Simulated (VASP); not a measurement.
A run of VASP 6.6.1 is set up as follows.

INCAR

```
ALGO = Normal
EDIFF = 1E-7
ENCUT = 520
GGA = PE
ISIF = 2
ISMEAR = 0
LASPH = True
LCHARG = False
LREAL = False
LWAVE = False
NBANDS = 14
NELM = 60
PREC = Accurate
SIGMA = 0.02
```

The input KPOINTS:

```
k-points
0
Gamma
  6 6 6
```

The input POSCAR:

```
NaI
1.0
    0.0000000000      3.3700252719      3.3700252719
    3.3700252719      0.0000000000      3.3700252719
    3.3700252719      3.3700252719      0.0000000000
Na I
1 1
Direct
    0.5000000000      0.5000000000      0.5000000000
    0.0000000000      0.0000000000      0.0000000000
```

Potentials or basis: VASP PAW PBE potentials, release 64 (Na_pv, I).

Command:

```bash
$ cat potpaw_PBE.64/Na_pv/POTCAR potpaw_PBE.64/I/POTCAR > POTCAR
$ mpirun -np 1 vasp_std > vasp.out
```

What does it give for the band gap on the k mesh?

3.35 eV, direct.

Predict the pressure.

-1.1 GPa.

Caveat: spin-orbit coupling is left out, which moves the levels of the heavy elements.
